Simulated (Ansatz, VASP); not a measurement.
BN: VASP beside Ansatz

```xyz
2
Lattice="0.0000 3.6899 1.9437 1.3213 0.0000 1.9437 1.3213 3.6899 0.0000" Properties=species:S:1:pos:R:3 pbc="T T T"
B     1.3213    3.6899    0.0002
N     1.3213    3.6899    2.5915
```

Alike in both runs: task single point; functional PBEsol; k mesh 12 × 12 × 12; occupations gaussian, width 0.05 eV; no spin polarisation.

|  | VASP | Ansatz |
| --- | --- | --- |
| version | VASP 6.6.1 | Ansatz 0.2.0 |
| potentials or method | VASP PAW PBE potentials, release 64 (B, N), cutoff 520 eV | scalar-relativistic, plane waves, PAW |
| valence electrons in the cell | 8 | 8 |

```csv
,VASP,Ansatz,Ansatz less VASP
gap on the k mesh at the Fermi level (eV),4.10,4.10,+0.007
least direct gap on the mesh (eV),4.74,4.75,+0.009
pressure (GPa),26.9,26.6,-0.34
"traceless stress, the component that is largest in VASP (GPa)",78.37,77.90,-0.471
rms of the force components (eV/Å),2.518,2.509,-0.0090
```

VASP's potentials were made for PBE, not for PBEsol. Atom by atom the forces differ by 0.009 eV/Å (rms over components).
